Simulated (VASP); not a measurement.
**Lu: single point with PBE**

Lu:

```
Lu
1.0
     5.08620    0.00000    0.00000
    -2.54310    4.40478    0.00000
     0.00000    0.00000    3.14901
Lu
3
Direct
  0.00000 0.00000 0.00000
  0.33333 0.66667 0.50000
  0.66667 0.33333 0.50000
```

This isn't the form of Lu at room conditions, which is hcp.

* Program: VASP 6.6.1
* Task: single point
* Functional: PBE
* Potentials or basis: VASP PAW PBE potentials, release 64 (Lu)
* Cutoff: 520 eV
* k mesh: 7 × 7 × 10
* Occupations: fermi-dirac, width 0.08 eV
* Spin: no spin polarisation
* Dipole correction: no
* Further INCAR settings: ALGO = Normal; EDIFF = 1e-07; NBANDS = 44

```
Pressure               : 13.4 GPa
Band gap on the k mesh : zero (an odd number of electrons rules out a gap without spin polarisation)
```

Stress tensor (GPa, compression positive):
```
13.44  0.00  0.00
 0.00 13.44  0.00
 0.00  0.00 13.32
```

Levels at points of the mesh, in eV from the Fermi level:
| k point | band 36 | band 37 | band 38 | band 39 | band 40 | band 41 |
| --- | --- | --- | --- | --- | --- | --- |
| (0.00, 0.00, 0.00) | 0.15 | 0.15 | 0.21 | 0.21 | 0.28 | 2.31 |
| (0.00, 0.00, 0.50) | -1.68 | -1.44 | -0.99 | -0.99 | 2.27 | 2.27 |

It took 3.9 min on 1 thread of Oxide Virtual Turin-like Processor, on a shared host, peak memory 0.23 GiB.

Caveat: the cell stands under pressure; spin-orbit coupling is left out, which moves the levels of the heavy elements.
